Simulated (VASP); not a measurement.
CaO: G0W0 quasiparticle levels with PBE

Crystal: CaO.

```
Ca O
1.0
     0.00000    2.60673    2.60673
     2.60673    0.00000    2.60673
     2.60673    2.60673    0.00000
Ca O
1 1
Direct
  0.00000 0.00000 0.00000
  0.25000 0.25000 0.25000
```

```yaml
Program: VASP 6.6.1
Task: G0W0 quasiparticle levels
Functional: PBE
Potentials_or_basis: VASP PAW PBE potentials, release 64 (Ca_sv_GW, O_GW)
Cutoff: 500 eV
k_mesh: 4 × 4 × 4
Occupations: gaussian, width 0.01 eV
Spin: no spin polarisation
Dipole_correction: no
GW_scheme: G0W0
GW_iterations: 1
Cutoff_of_the_response_function: 140
Frequency_points: 96
Empty_bands: 133
Further_INCAR_settings: ALGO = EVGW0; EDIFF = 1e-08; NBANDS = 141
```

The quasiparticle gap is 4.71 eV and the least direct quasiparticle gap is 5.29 eV. The band gap of the starting levels on the mesh is 3.35 eV and the least direct gap of the starting levels on the mesh is 3.96 eV.

It took 3.3 min on 1 thread of Intel Xeon 8259CL (shared host), peak memory 0.36 GiB.

Caveat: the k points lie up to 0.52 Å⁻¹ apart; bands, screening cutoff and mesh are small and nothing is extrapolated, so the quasiparticle values aren't converged; the structure was generated, so it needn't be the stable form of CaO.
